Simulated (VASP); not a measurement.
**Ni: single point with PBE**

Ni:

```xyz
2
Lattice="2.2703 0.0000 0.0000 -1.1351 1.9661 0.0000 0.0000 0.0000 3.7255" Properties=species:S:1:pos:R:3 pbc="T T T"
Ni    0.0000    1.3107    0.9314
Ni    1.1351    0.6554    2.7941
```

This isn't the form of Ni at room conditions, which is fcc.

```yaml
Program: VASP 6.6.1
Task: single point
Functional: PBE
Potentials_or_basis: VASP PAW PBE potentials, release 64 (Ni)
Cutoff: 520 eV
k_mesh: 17 × 17 × 10
Occupations: fermi-dirac, width 0.08 eV
Spin: collinear spin, ferromagnetic start
Starting_moments: "[1.0, 1.0] μB"
Dipole_correction: no
Further_INCAR_settings: ALGO = Normal; EDIFF = 1e-07; NBANDS = 21
```

The pressure is 103.1 GPa. The net moment is 1.07 μB per cell. The site moments are Ni +0.52 μB and the valence electrons inside the program's atomic spheres are Ni 9.94.

Levels at points of the mesh, in eV from the Fermi level:
Spin up:
```csv
k point,band 7,band 8,band 9,band 10,band 11,band 12,band 13,band 14
"(0.00, 0.00, 0.00)",-2.69,-2.08,-2.08,-0.87,-0.67,-0.67,7.85,24.86
"(0.00, 0.00, 0.50)",-3.16,-3.16,-1.09,-1.09,-1.09,-1.09,17.30,17.30
```
Spin down:
| k point | band 6 | band 7 | band 8 | band 9 | band 10 | band 11 | band 12 | band 13 | band 14 | band 15 |
| --- | --- | --- | --- | --- | --- | --- | --- | --- | --- | --- |
| (0.00, 0.00, 0.00) | -2.10 | -2.10 | -1.50 | -1.50 | -0.89 | -0.05 | -0.05 | 8.22 | 24.77 | 28.30 |
| (0.00, 0.00, 0.50) | -2.60 | -2.60 | -2.60 | -0.47 | -0.47 | -0.47 | -0.47 | 17.45 | 17.45 | 25.71 |

Run time: 2.4 min on 1 thread of Intel(R) Xeon(R) Platinum 8488C (Sapphire Rapids) (shared host), peak memory 0.2 GiB.

Caveat: the cell stands under pressure.
